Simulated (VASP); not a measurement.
Input of a VASP 6.6.1 run:

INCAR

```
SYSTEM = CaH4
PREC = Accurate
ENCUT = 500
EDIFF = 1E-6
ISMEAR = 0
SIGMA = 0.03
LREAL = .FALSE.
LASPH = .TRUE.
NELM = 120
ALGO = Normal
ISIF = 2
LWAVE = .FALSE.
LCHARG = .FALSE.
GGA = PS
NBANDS = 15
GGA_COMPAT = .FALSE.
```

Contents of KPOINTS:

```
regular mesh
0
G
  10 10 10
  0 0 0
```

File POSCAR:

```
CaH4
1.0
   -1.6423997432      1.6423997432      2.7535200863
    1.6423997432     -1.6423997432      2.7535200863
    1.6423997432      1.6423997432     -2.7535200863
Ca H
1 4
Direct
    0.0000000000      0.0000000000      0.0000000000
    0.7500000000      0.2500000000      0.5000000000
    0.2500000000      0.7500000000      0.5000000000
    0.4115921703      0.4115921703      0.0000000000
    0.5884078297      0.5884078297      0.0000000000
```

Potentials or basis: VASP PAW PBE potentials, release 64 (Ca_sv, H).

Run with:

```bash
$ cat potpaw_PBE.64/Ca_sv/POTCAR potpaw_PBE.64/H/POTCAR > POTCAR
$ mpirun -np 1 vasp_std > vasp.out
```

Problem. Estimate the band gap on the k mesh.

Solution. Zero (band 7 reaches 4.92 eV, above the bottom of band 8 at 4.40 eV).

Problem. Predict the largest force.

Solution. 2.191 eV/Å.

Problem. What does it give for the pressure?

Solution. 20.6 GPa.

Stress tensor (GPa, compression positive):
```
22.48  0.00  0.00
 0.00 22.48  0.00
 0.00  0.00 16.92
```

Caveat: the PAW data sets were made with another functional, which shifts forces and pressure a little.
